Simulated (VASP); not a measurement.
# AgI (wurtzite type) (P6_3mc) in VASP: relaxation of cell and atoms with PBE

Aim: the relaxation of cell and atoms of AgI (wurtzite type) with PBE.

All numbers are computed with VASP 6.6.1; they aren't measurements. Logs are shortened: lines on timing, memory, paths and dates and some standing lists are left out, and cuts for length are marked.

### 1 The cell of the first run

Symmetry: P6_3mc, No. 186, hexagonal system. Conventional cell: a = 4.556 Å, b = 4.556 Å, c = 7.426 Å, α = 90.00°, β = 90.00°, γ = 120.00°. Ag (site symmetry 3m) has 4 I at 2.79 Å within 3.7 Å. Within 3.7 Å of I (site symmetry 3m) lie 4 Ag at 2.79 Å.

### 2 Relaxation of cell and atoms, PBE

The input, INCAR:

```
SYSTEM = AgI
ALGO = Normal
EDIFF = 1E-7
EDIFFG = -0.005
ENCUT = 500
GGA = PE
GGA_COMPAT = .FALSE.
IBRION = 2
ISIF = 3
ISMEAR = -1
LASPH = .TRUE.
LCHARG = .FALSE.
LREAL = .FALSE.
LWAVE = .FALSE.
NELM = 120
NELMIN = 4
NSW = 100
PREC = Accurate
SIGMA = 0.05
```

The input, KPOINTS:

```
k-points
0
G
  10 10 6
  0 0 0
```

The input, POSCAR:

```
AgI
1.0
    4.5558582445      0.0000000000      0.0000000000
   -2.2779291223      3.9454889758      0.0000000000
    0.0000000000      0.0000000000      7.4260489385
Ag I
2 2
Direct
    0.3333333333      0.6666666667      0.0000000000
    0.6666666667      0.3333333333      0.5000000000
    0.3333333333      0.6666666667      0.3760000000
    0.6666666667      0.3333333333      0.8760000000
```

Potentials or basis: VASP PAW PBE potentials, release 64 (Ag, I).

Started as:

```
cat potpaw_PBE.64/Ag/POTCAR potpaw_PBE.64/I/POTCAR > POTCAR
mpirun -np 1 vasp_std > vasp.out
```

OUTCAR:

```text
SYSTEM = AgI
   EDIFF = 1E-7
   EDIFFG = -0.005
   ENCUT = 500
   GGA = PE
   IBRION = 2
   ISIF = 3
   ISMEAR = -1
   LASPH = .TRUE.
   LREAL = .FALSE.
   NELM = 120
   NELMIN = 4
   NSW = 100
   PREC = Accurate

 ion  position               nearest neighbor table
   1  0.333  0.667  0.000-   4 2.79   4 2.79   4 2.79   3 2.79
   2  0.667  0.333  0.500-   3 2.79   3 2.79   3 2.79   4 2.79
   3  0.333  0.667  0.376-   2 2.79   2 2.79   2 2.79   1 2.79
   4  0.667  0.333  0.876-   1 2.79   1 2.79   1 2.79   2 2.79

  LATTYP: Found a hexagonal cell.
 ALAT       =     4.5558582445
 C/A-ratio  =     1.6300000000

  Lattice vectors:

 A1 = (   4.5558582445,   0.0000000000,   0.0000000000)
 A2 = (  -2.2779291223,   3.9454889758,   0.0000000000)
 A3 = (   0.0000000000,   0.0000000000,   7.4260489385)

Analysis of symmetry for initial positions (statically):
=====================================================================
 Subroutine PRICEL returns:
 Original cell was already a primitive cell.

 Routine SETGRP: Setting up the symmetry group for a
 hexagonal supercell.

 Subroutine GETGRP returns: Found 12 space group operations
 (whereof  6 operations were pure point group operations)
 out of a pool of 24 trial point group operations.

The static configuration has the point symmetry C_3v.
 The point group associated with its full space group is C_6v.

Analysis of symmetry for dynamics (positions and initial velocities):
=====================================================================
 Subroutine PRICEL returns:
 Original cell was already a primitive cell.

 Routine SETGRP: Setting up the symmetry group for a
 hexagonal supercell.

 Subroutine GETGRP returns: Found 12 space group operations
 (whereof  6 operations were pure point group operations)
 out of a pool of 24 trial point group operations.

The dynamic configuration has the point symmetry C_3v.
 The point group associated with its full space group is C_6v.

 Subroutine INISYM returns: Found 12 space group operations
 (whereof  6 operations are pure point group operations),
 and found     1 'primitive' translations

----------------------------------------------------------------------------------------

                                     Primitive cell

  volume of cell :     133.4839

  direct lattice vectors                    reciprocal lattice vectors
     4.555858245  0.000000000  0.000000000     0.219497611  0.126727005  0.000000000
    -2.277929122  3.945488976  0.000000000     0.000000000  0.253454009  0.000000000
     0.000000000  0.000000000  7.426048939     0.000000000  0.000000000  0.134661111

  length of vectors
     4.555858245  4.555858245  7.426048939     0.253454009  0.253454009  0.134661111

  position of ions in fractional coordinates (direct lattice)
     0.333333333  0.666666667  0.000000000
     0.666666667  0.333333333  0.500000000
     0.333333333  0.666666667  0.376000000
     0.666666667  0.333333333  0.876000000

  ion indices of the primitive-cell ions
   primitive index   ion index
                 1           1
                 2           2
                 3           3
                 4           4

----------------------------------------------------------------------------------------

 KPOINTS: k-points

Automatic generation of k-mesh.
 Grid dimensions read from file:
 generate k-points for:   10   10    6

 Generating k-lattice:

  Cartesian coordinates                     Fractional coordinates (reciprocal lattice)
     0.021949761  0.012672700  0.000000000     0.100000000 -0.000000000  0.000000000
     0.000000000  0.025345401  0.000000000     0.000000000  0.100000000  0.000000000
     0.000000000  0.000000000  0.022443518     0.000000000  0.000000000  0.166666667

  Length of vectors
     0.025345401  0.025345401  0.022443518

  Shift w.r.t. Gamma in fractional coordinates (k-lattice)
     0.000000000  0.000000000  0.000000000

 Subroutine IBZKPT returns following result:
 ===========================================

 Found     56 irreducible k-points:

 Following reciprocal coordinates:
            Coordinates               Weight
  0.000000  0.000000  0.000000      1.000000
  0.100000  0.000000  0.000000      6.000000
  0.200000  0.000000  0.000000      6.000000
  0.300000  0.000000  0.000000      6.000000
  0.400000  0.000000  0.000000      6.000000
  0.500000  0.000000  0.000000      3.000000
[... 16 lines left out ...]
  0.300000  0.100000  0.166667     24.000000
  0.400000  0.100000  0.166667     24.000000
 [... further k-points ...]
   k-points           NKPTS =     56   k-points in BZ     NKDIM =     56   number of bands    NBANDS=     22
   number of dos      NEDOS =    301   number of ions     NIONS =      4
   total plane-waves  NPLWV =  69984
   dimension x,y,z NGX =    36 NGY =   36 NGZ =   54
   dimension x,y,z NGXF=    72 NGYF=   72 NGZF=  108
   ions per type =               2   2
   NGX,Y,Z   is equivalent  to a cutoff of  13.14, 13.14, 12.09 a.u.
   NGXF,Y,Z  is equivalent  to a cutoff of  26.27, 26.27, 24.18 a.u.
 SYSTEM =  AgI
   PREC   = accura    normal or accurate (medium, high low for compatibility)
   ISTART =      0    job   : 0-new  1-cont  2-samecut
   ICHARG =      2    charge: 1-file 2-atom 10-const
   ISPIN  =      1    spin polarized calculation?
   LNONCOLLINEAR =      F non collinear calculations
   LSORBIT =      F    spin-orbit coupling
   LASPH  =      T    aspherical Exc in radial PAW
   ENCUT  =  500.0 eV  36.75 Ry    6.06 a.u.   8.31  8.31 13.54*2*pi/ulx,y,z
   NELM   =    120;   NELMIN=  4; NELMDL= -5     # of ELM steps
   EDIFF  = 0.1E-06   stopping-criterion for ELM
   LREAL  =      F    real-space projection
   EDIFFG = -.5E-02   stopping-criterion for IOM
   NSW    =    100    number of steps for IOM
   IBRION =      2    ionic relax: 0-MD 1-quasi-New 2-CG
   NFREE  =      1    steps in history (QN), initial steepest desc. (CG)
   ISIF   =      3    stress and relaxation
   ISYM   =      2    0-nonsym 1-usesym 2-fastsym
   POTIM  = 0.5000    time-step for ionic-motion
   TEBEG  =    0.0;   TEEND  =   0.0 temperature during run
   PSTRESS=    0.0 pullay stress
   NELECT =      36.0000    total number of electrons
   NUPDOWN=      -1.0000    fix difference up-down
   EMIN   =  10.00;   EMAX   =-10.00  energy-range for DOS
   EFERMI =   0.00;   METHOD = LEGACY
   ISMEAR =    -1;   SIGMA  =   0.05  broadening in eV -4-tet -1-fermi 0-gaus
   EFERMI_NEDOS =   21; number of points for ismear=-14 and -15
   IALGO  =     38    algorithm
   IMIX   =      4    mixing-type and parameters
     AMIX     =   0.40;   BMIX     =  1.00
     AMIX_MAG =   1.60;   BMIX_MAG =  1.00
  volume/ion in A,a.u.               =      33.37       225.20
  Fermi-wavevector in a.u.,A,eV,Ry     =   1.057709  1.998779 15.221485  1.118748
  Thomas-Fermi vector in A             =   2.192991
   LORBIT       =      0    0 simple, 1 ext, 2 COOP (PROOUT), +10 PAW based schemes
   GGA     = PE    functional components
   LHFCALC =     F    Hartree Fock is set to
   AEXX    =    0.0000 exact exchange contribution
   IVDW    =     0    specifies the selected vdW correction
   LEPSILON=     F    determine dielectric tensor
   LRPA    =     F    only Hartree local field effects (RPA)
 conjugate gradient relaxation of ions
 non-spin polarized calculation
  energy-cutoff  :      500.00
  volume of cell :      133.48
 maximum number of plane-waves:      3408
 NGX is ok and might be reduce to    36
   NGX = 17   NGY = 17   NGZ = 27

--------------------------------------- Ionic step        1  -------------------------------------------

 number of electron      36.0000011 magnetization

 Free energy of the ion-electron system (eV)
  ---------------------------------------------------
  ext. energy  EPLUGINS =         0.00000000
  ---------------------------------------------------
  free energy    TOTEN  =        -9.48539047 eV

  energy without entropy =       -9.48539046  energy(sigma->0) =       -9.48539046

------------------------ aborting loop because EDIFF is reached ----------------------------------------

  FORCE on cell =-STRESS in cart. coord.  units (eV):
  Direction    XX          YY          ZZ          XY          YZ          ZX
  --------------------------------------------------------------------------------------
  -------------------------------------------------------------------------------------
  Total        2.3131723      2.3131723      2.3565245     -0.0000000      0.0000000      0.0000000
  in kB       27.7644912     27.7644912     28.2848377     -0.0000000      0.0000000      0.0000000
  external PRESSURE =      27.9379400 kB  Pullay stress =       0.0000000 kB
[... 175 lines left out ...]
  energy  without entropy=       -9.5807808707  energy(sigma->0) =       -9.58078088

--------------------------------------- Ionic step        6  -------------------------------------------

 number of electron      35.9999989 magnetization

 Free energy of the ion-electron system (eV)
  ---------------------------------------------------
  ext. energy  EPLUGINS =         0.00000000
  ---------------------------------------------------
  free energy    TOTEN  =        -9.58078994 eV

  energy without entropy =       -9.58078993  energy(sigma->0) =       -9.58078994

 E-fermi :   3.2242     XC(G=0):  -8.1524

 val. band max:        2.4849203511   @ k =   0.0000   0.0000   0.0000
 cond. band min:       3.8547016537   @ k =   0.0000   0.0000   0.0000
 fundamental gap:      1.3697813026
 Fermi energy:         3.2241714990

 k-point     1 :       0.0000    0.0000    0.0000
  band No.  band energies     occupation
      1     -10.0030      2.00000
      2      -9.7559      2.00000
      3      -1.3744      2.00000
      4      -1.3744      2.00000
      5      -1.3660      2.00000
      6      -1.2672      2.00000
[... 574 lines left out ...]
      6      -1.0626      2.00000
[... 14 lines left out ...]
     21       7.5554      0.00000
     22       7.9491      0.00000

 [... further k-points ...]

------------------------ aborting loop because EDIFF is reached ----------------------------------------

  FORCE on cell =-STRESS in cart. coord.  units (eV):
  Direction    XX          YY          ZZ          XY          YZ          ZX
  --------------------------------------------------------------------------------------
  -------------------------------------------------------------------------------------
  Total        0.0029587      0.0029587      0.0154709     -0.0000000      0.0000000      0.0000000
  in kB        0.0325983      0.0325983      0.1704546     -0.0000000      0.0000000      0.0000000
  external PRESSURE =       0.0785504 kB  Pullay stress =       0.0000000 kB
[... 19 lines left out ...]
  FREE ENERGIE OF THE ION-ELECTRON SYSTEM (eV)
  ---------------------------------------------------
  free  energy   TOTEN  =        -9.5807899439 eV

  energy  without entropy=       -9.5807899265  energy(sigma->0) =       -9.58078994

 reached required accuracy - stopping structural energy minimisation
```

Run time: 3.9 min. Hardware: 1 thread of Intel Xeon 6975P-C (Granite Rapids), shared host; peak memory 0.36 GiB.

Results:

- Free energy: -9.5808 eV
- Relaxed volume: 36.35 Å³/atom
- Relaxed cell: a = 4.686 Å, b = 4.686 Å, c = 7.647 Å, α = 90.00°, β = 90.00°, γ = 120.00°
- Space group after relaxing (to 0.1 Å): P6_3mc (No. 186)
- Energy gained by relaxing: 23.8 meV/atom
- Ionic steps: 6
- Pressure after relaxing: 0.0 GPa
- Largest force after relaxing: 0.004 eV/Å
- Band gap on the k mesh: 1.37 eV

Forces on the atoms (eV/Å):
```
Ag   0.000  0.000  0.004
Ag   0.000  0.000  0.004
I    0.000  0.000 -0.004
I    0.000  0.000 -0.004
```

The path:
| step | energy change (eV) | largest force (eV/Å) | pressure (GPa) | volume (Å³) |
| --- | --- | --- | --- | --- |
| 1 | 0.0000 | 0.0085 | 2.79 | 133.48 |
| 2 | -0.0953 | 0.0036 | 0.08 | 145.04 |
| 3 | -0.0954 | 0.0035 | -0.02 | 145.49 |
| 4 | -0.0954 | 0.0041 | 0.01 | 145.40 |
| 5 | -0.0954 | 0.0041 | 0.01 | 145.41 |
| 6 | -0.0954 | 0.0044 | 0.01 | 145.42 |

Final structure:
```xyz
4
Lattice="4.6859 0.0000 0.0000 -2.3429 4.0581 0.0000 0.0000 0.0000 7.6472" Properties=species:S:1:pos:R:3 pbc="T T T"
Ag    0.0000    2.7054    0.0009
Ag    2.3429    1.3527    3.8245
I     0.0000    2.7054    2.8745
I     2.3429    1.3527    6.6981
```

Levels at points of the mesh, in eV from the valence-band top:
```tsv
k point	band 14	band 15	band 16	band 17	band 18	band 19	band 20	band 21	band 22
(0.00, 0.00, 0.00)	-0.63	-0.63	-0.06	0.00	0.00	1.37	2.66	5.84	5.84
(0.50, 0.00, 0.00)	-2.41	-1.98	-1.60	-0.92	-0.65	3.31	3.64	4.91	5.81
(0.00, 0.00, 0.50)	-1.56	-0.32	-0.32	-0.32	-0.32	2.63	2.63	5.65	5.65
(0.50, 0.00, 0.50)	-2.58	-1.12	-1.12	-1.11	-1.11	3.30	3.30	4.93	4.93
```

Caveat: spin-orbit coupling is left out, which moves the levels of the heavy elements. A k mesh can miss the band edges.
